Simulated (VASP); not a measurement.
Set up this calculation in VASP 6.6.1, as the native input.

```yaml
Task: single point
Functional: r2SCAN
Potentials_or_basis: VASP PAW PBE potentials, release 64 (Cu_sv_GW, N)
Cutoff: 900 eV
k_mesh: 6 × 6 × 6
Occupations: fermi-dirac, width 0.02 eV
Spin: no spin polarisation
Dipole_correction: no
Further_INCAR_settings: ALGO = Normal; EDIFF = 1e-06; NBANDS = 39
```

The system is Cu3N.

```xyz
4
Lattice="3.7894 0.0000 0.0000 0.0000 3.7894 0.0000 0.0000 0.0000 3.7894" Properties=species:S:1:pos:R:3 pbc="T T T"
Cu    1.8947    0.0000    0.0000
Cu    0.0000    1.8947    0.0000
Cu    0.0000    0.0000    1.8947
N     0.0000    0.0000    0.0000
```

One way to write it, as run:

POSCAR

```
Cu3N
1.0
    3.7893700817      0.0000000000      0.0000000000
    0.0000000000      3.7893700817      0.0000000000
    0.0000000000      0.0000000000      3.7893700817
Cu N
3 1
Direct
    0.5000000000      0.0000000000      0.0000000000
    0.0000000000      0.5000000000      0.0000000000
    0.0000000000      0.0000000000      0.5000000000
    0.0000000000      0.0000000000      0.0000000000
```

INCAR.step1

```
SYSTEM = Cu3N
ALGO = Normal ; EDIFF = 1E-5
ENCUT = 900 ; GGA = PE
GGA_COMPAT = .FALSE. ; ISMEAR = -1
LASPH = .TRUE. ; LCHARG = .FALSE.
LREAL = .FALSE. ; LWAVE = .TRUE.
NBANDS = 39 ; NELM = 120
PREC = Accurate ; SIGMA = 0.02
```

INCAR.step2

```
SYSTEM = Cu3N
ALGO = Normal ; EDIFF = 1E-6
ENCUT = 900 ; GGA_COMPAT = .FALSE.
ISIF = 2 ; ISMEAR = -1
ISTART = 1 ; LASPH = .TRUE.
LCHARG = .FALSE. ; LMIXTAU = .TRUE.
LREAL = .FALSE. ; LWAVE = .FALSE.
METAGGA = R2SCAN ; NBANDS = 39
NELM = 120 ; PREC = Accurate
SIGMA = 0.02
```

KPOINTS

```
k-points
0
G
  6 6 6
  0 0 0
```

Potentials or basis: VASP PAW PBE potentials, release 64 (Cu_sv_GW, N).

Command:

```sh
$ cat potpaw_PBE.64/Cu_sv_GW/POTCAR potpaw_PBE.64/N/POTCAR > POTCAR
$ cp INCAR.step1 INCAR
$ mpirun -np 1 vasp_std > vasp.out
$ cp INCAR.step2 INCAR
$ mpirun -np 1 vasp_std > vasp.out
```

Results of the run:

| Property | Result |
| --- | --- |
| Pressure | -0.4 GPa |
| Band gap on the k mesh | 0.21 eV (least direct gap 0.80 eV) |

Caveat: semilocal functionals underestimate gaps, and a narrow one can read as zero; the PAW data sets were made with another functional, which shifts forces and pressure a little.

Run time: 8.6 min on 1 thread of AMD EPYC 7R43 64-Core Processor (Zen 3), with other jobs on the host, peak memory 0.28 GiB.
